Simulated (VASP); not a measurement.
# Li3Ga2Sb3 (Pm-3m) in VASP: a series of runs, part 2 of 2

VASP 6.6.1.

### 4 Single point, PBE

This run uses another cell than the first one, of 22.71 Å³/atom, 0.996 times its volume.

INCAR

```
SYSTEM = Li3Ga2Sb3
ALGO     = Normal         ! electronic algorithm
EDIFF    = 1E-7           ! SCF threshold, eV
ENCUT    = 520            ! plane-wave cutoff, eV
GGA      = PE             ! functional
ISIF     = 2              ! what is computed and relaxed
ISMEAR   = 0              ! smearing method
LASPH    = .True.         ! aspherical terms in the spheres
LCHARG   = .False.        ! write CHGCAR
LREAL    = .False.        ! projectors in reciprocal space
LWAVE    = .False.        ! write WAVECAR
NBANDS   = 35             ! bands
NELM     = 100            ! most SCF steps
PREC     = Accurate       ! precision mode
SIGMA    = 0.1            ! smearing width, eV
```

KPOINTS

```
k-points
0
Gamma
  4 4 4
  0 0 0
```

POSCAR

```
Li3Ga2Sb3
1.0
    5.6637204003      0.0000000000      0.0000000000
    0.0000000000      5.6637204003      0.0000000000
    0.0000000000      0.0000000000      5.6637204003
Li Ga Sb
3 2 3
Direct
    0.0000000000      0.5000000000      0.5000000000
    0.5000000000      0.0000000000      0.5000000000
    0.5000000000      0.5000000000      0.0000000000
    0.0000000000      0.0000000000      0.0000000000
    0.5000000000      0.5000000000      0.5000000000
    0.5000000000      0.0000000000      0.0000000000
    0.0000000000      0.5000000000      0.0000000000
    0.0000000000      0.0000000000      0.5000000000
```

Potentials or basis: VASP PAW PBE potentials, release 64 (Li_sv, Ga_d, Sb).

Started as:

```
cat potpaw_PBE.64/Li_sv/POTCAR potpaw_PBE.64/Ga_d/POTCAR potpaw_PBE.64/Sb/POTCAR > POTCAR
mpirun -np 1 vasp_std > vasp.out
```

OUTCAR:

```text
SYSTEM = Li3Ga2Sb3
   EDIFF = 1E-7
   ENCUT = 520
   GGA = PE
   ISIF = 2
   ISMEAR = 0
   LASPH = .True.
   LREAL = .False.
   NELM = 100
   PREC = Accurate

 ion  position               nearest neighbor table
   1  0.000  0.500  0.500-   7 2.83   8 2.83   7 2.83   8 2.83
   2  0.500  0.000  0.500-   6 2.83   8 2.83   6 2.83   8 2.83
   3  0.500  0.500  0.000-   6 2.83   7 2.83   6 2.83   7 2.83
   4  0.000  0.000  0.000-   6 2.83   7 2.83   8 2.83   8 2.83   7 2.83   6 2.83
   5  0.500  0.500  0.500-
[... 577 lines left out ...]
  Total       -0.1344486     -0.1344486     -0.1344486     -0.0000000     -0.0000000      0.0000000
  in kB       -1.1856636     -1.1856636     -1.1856636     -0.0000000     -0.0000000      0.0000000
  external PRESSURE =      -1.1856636 kB  Pullay stress =       0.0000000 kB

 VOLUME and BASIS-vectors are now :
 -----------------------------------------------------------------------------
  energy-cutoff  :      520.00
  volume of cell :      181.68
      direct lattice vectors                 reciprocal lattice vectors
     5.663720400  0.000000000  0.000000000     0.176562388  0.000000000  0.000000000
     0.000000000  5.663720400  0.000000000     0.000000000  0.176562388  0.000000000
     0.000000000  0.000000000  5.663720400     0.000000000  0.000000000  0.176562388

 POSITION                                       TOTAL-FORCE (eV/Angst)
 -----------------------------------------------------------------------------------
      0.00000      2.83186      2.83186         0.000000      0.000000      0.000000
      2.83186      0.00000      2.83186         0.000000      0.000000      0.000000
      2.83186      2.83186      0.00000         0.000000      0.000000      0.000000
      0.00000      0.00000      0.00000         0.000000      0.000000      0.000000
      2.83186      2.83186      2.83186         0.000000      0.000000      0.000000
      2.83186      0.00000      0.00000         0.000000      0.000000      0.000000
      0.00000      2.83186      0.00000         0.000000      0.000000      0.000000
      0.00000      0.00000      2.83186         0.000000      0.000000      0.000000
 -----------------------------------------------------------------------------------
    total drift:                                0.000000      0.000000     -0.000000

  FREE ENERGIE OF THE ION-ELECTRON SYSTEM (eV)
  ---------------------------------------------------
  free  energy   TOTEN  =       -24.2911254132 eV

  energy  without entropy=      -24.2536734790  energy(sigma->0) =      -24.27239945
```

OSZICAR:

```text
N       E                     dE             d eps       ncg     rms          rms(c)
DAV:   1     0.347386081632E+03    0.34739E+03   -0.21592E+04   708   0.162E+03
DAV:   2     0.258755780154E+02   -0.32151E+03   -0.30870E+03   756   0.424E+02
DAV:   3    -0.183017200046E+02   -0.44177E+02   -0.43098E+02  1015   0.123E+02
DAV:   4    -0.237889988348E+02   -0.54873E+01   -0.53993E+01  1266   0.355E+01
DAV:   5    -0.245067216484E+02   -0.71772E+00   -0.70961E+00  1096   0.904E+00    0.382E+00
DAV:   6    -0.243159126931E+02    0.19081E+00   -0.61410E-01   981   0.630E+00    0.198E+00
DAV:   7    -0.242948817393E+02    0.21031E-01   -0.68489E-02  1053   0.115E+00    0.921E-01
DAV:   8    -0.242909528246E+02    0.39289E-02   -0.16063E-02   909   0.634E-01    0.930E-02
DAV:   9    -0.242910684065E+02   -0.11558E-03   -0.14161E-03  1125   0.154E-01    0.513E-02
DAV:  10    -0.242911247014E+02   -0.56295E-04   -0.11285E-04   991   0.542E-02    0.175E-02
DAV:  11    -0.242911265302E+02   -0.18288E-05   -0.85818E-06  1045   0.140E-02    0.419E-03
DAV:  12    -0.242911259191E+02    0.61114E-06   -0.14576E-06   826   0.639E-03    0.140E-03
DAV:  13    -0.242911256894E+02    0.22968E-06   -0.13706E-07   594   0.248E-03    0.395E-04
DAV:  14    -0.242911254256E+02    0.26379E-06   -0.26600E-08   537   0.135E-03    0.844E-05
DAV:  15    -0.242911254132E+02    0.12378E-07   -0.81517E-09   522   0.605E-04
   1 F= -.24291125E+02 E0= -.24272399E+02  d E =-.374519E-01
```

Wall time 34 s (1 thread of Intel Xeon 6975P-C (Granite Rapids), shared host); peak memory 0.28 GiB.

Results:

| Item | Value |
| --- | --- |
| Free energy | -24.2911 eV |
| Band gap on the k mesh | zero (band 25 reaches 5.86 eV, above the bottom of band 26 at 3.82 eV) |

Levels at points of the mesh, in eV from the Fermi level:
```
           k point  band 22  band 23  band 24  band 25  band 26  band 27  band 28  band 29
(0.00, 0.00, 0.00)    -0.82    -0.82    -0.82    -0.75    -0.75    -0.75     2.41     2.41
(0.50, 0.00, 0.00)    -2.16    -1.00    -0.70    -0.30    -0.30     0.39     1.25     1.25
(0.50, 0.50, 0.00)    -1.77    -1.63    -1.63    -0.15     0.77     1.14     1.80     1.80
(0.50, 0.50, 0.50)     0.93     0.93     1.29     1.29     1.29     2.77     2.77     2.77
```

Caveat: the cutoff is under 1.25 times the usual one of these potentials, so pressure, stress and relaxed cells hold a basis-set (Pulay) error; spin-orbit coupling is left out, which moves the levels of the heavy elements.

### 5 Relaxation of cell and atoms, PBE

This run uses another cell than the first one, of 21.54 Å³/atom, 0.945 times its volume.

INCAR

```
  PREC = Accurate
  ENCUT = 600
  EDIFF = 1E-6
  ISMEAR = 0
  SIGMA = 0.1
  LREAL = False
  LASPH = True
  NELM = 100
  ALGO = Normal
  ISIF = 3
  LWAVE = False
  LCHARG = False
  GGA = PE
  IBRION = 2
  NSW = 90
  EDIFFG = -0.04
```

KPOINTS

```
regular mesh
0
Gamma
  4 4 4
```

Edit POSCAR of step 4 so:

```diff
@@ -2,5 +2,5 @@
 1.0
-    5.6637204003      0.0000000000      0.0000000000
-    0.0000000000      5.6637204003      0.0000000000
-    0.0000000000      0.0000000000      5.6637204003
+    5.5643998900      0.0000000000      0.0000000000
+    0.0000000000      5.5643998900      0.0000000000
+    0.0000000000      0.0000000000      5.5643998900
 Li Ga Sb
```

Started as:

```
cat potpaw_PBE.64/Li_sv/POTCAR potpaw_PBE.64/Ga_d/POTCAR potpaw_PBE.64/Sb/POTCAR > POTCAR
mpirun -np 1 vasp_std > vasp.out
```

Run time: 75 s. Hardware: 1 thread of Intel Xeon 6975P-C (Granite Rapids), shared host; peak memory 0.37 GiB.

The run converged. Its results:

```
Free energy                            : -24.2871 eV
Relaxed volume                         : 22.64 Å³/atom
Relaxed cell                           : a = 5.658 Å, b = 5.658 Å, c = 5.658 Å, α = 90.00°, β = 90.00°, γ = 90.00°
Space group after relaxing (to 0.05 Å) : Pm-3m (No. 221)
Energy gained by relaxing              : 6.4 meV/atom
Ionic steps                            : 3
Pressure after relaxing                : 0.0 GPa
Band gap on the k mesh                 : zero (band 25 reaches 5.89 eV, above the bottom of band 26 at 3.84 eV)
```

Step by step:
| step | energy change (eV) | largest force (eV/Å) | pressure (GPa) | volume (Å³) |
| --- | --- | --- | --- | --- |
| 1 | 0.0000 | 0.0000 | 1.98 | 172.29 |
| 2 | -0.0489 | 0.0000 | 0.41 | 179.00 |
| 3 | -0.0515 | 0.0000 | -0.02 | 181.09 |

Final structure:
```cif
data_structure
_symmetry_space_group_name_H-M 'P 1'
_symmetry_Int_Tables_number 1
_cell_length_a 5.6576
_cell_length_b 5.6576
_cell_length_c 5.6576
_cell_angle_alpha 90.000
_cell_angle_beta 90.000
_cell_angle_gamma 90.000
_cell_volume 181.09
loop_
_atom_site_label
_atom_site_type_symbol
_atom_site_fract_x
_atom_site_fract_y
_atom_site_fract_z
_atom_site_occupancy
Li1 Li 0.00000 0.50000 0.50000 1
Li2 Li 0.50000 0.00000 0.50000 1
Li3 Li 0.50000 0.50000 0.00000 1
Ga1 Ga 0.00000 0.00000 0.00000 1
Ga2 Ga 0.50000 0.50000 0.50000 1
Sb1 Sb 0.50000 0.00000 0.00000 1
Sb2 Sb 0.00000 0.50000 0.00000 1
Sb3 Sb 0.00000 0.00000 0.50000 1
```

Levels at points of the mesh, in eV from the Fermi level:
```
           k point  band 21  band 22  band 23  band 24  band 25  band 26  band 27  band 28  band 29  band 30
(0.00, 0.00, 0.00)    -2.58    -0.82    -0.82    -0.82    -0.75    -0.75    -0.75     2.42     2.42     2.42
(0.50, 0.00, 0.00)    -2.17    -2.17    -1.00    -0.69    -0.30    -0.30     0.39     1.26     1.26     2.18
(0.50, 0.50, 0.00)    -1.78    -1.78    -1.64    -1.64    -0.15     0.78     1.14     1.81     1.81     2.46
(0.50, 0.50, 0.50)    -3.40     0.93     0.93     1.29     1.29     1.29     2.78     2.78     2.78     2.85
```

Caveat: the cutoff is under 1.25 times the usual one of these potentials, so pressure, stress and relaxed cells hold a basis-set (Pulay) error; spin-orbit coupling is left out, which moves the levels of the heavy elements.

### 6 Overview

```tsv
task	cell	k mesh	cutoff (eV)	gap on the mesh (eV)	pressure (GPa)	relaxed volume (Å³/atom)
single point	a = 5.671 Å, 8 atoms	8 × 8 × 8	520	none	-	-
relaxation of cell and atoms	relaxed from a = 5.664 Å, 8 atoms	8 × 8 × 8	600	none	0.0	22.76
single point	a = 5.664 Å, 8 atoms	4 × 4 × 4	520	none	-	-
relaxation of cell and atoms	relaxed from a = 5.564 Å, 8 atoms	4 × 4 × 4	600	none	0.0	22.64
```

Alike in all rows: level PBE; potentials or basis VASP PAW PBE potentials, release 64 (Li_sv, Ga_d, Sb); no spin polarisation; smearing gaussian 0.1 eV.

Caveats: the cutoff is under 1.25 times the usual one of these potentials, so pressure, stress and relaxed cells hold a basis-set (Pulay) error; spin-orbit coupling is left out, which moves the levels of the heavy elements.

Total energies depend on the potentials used, so only differences within one code and one set of settings carry meaning.
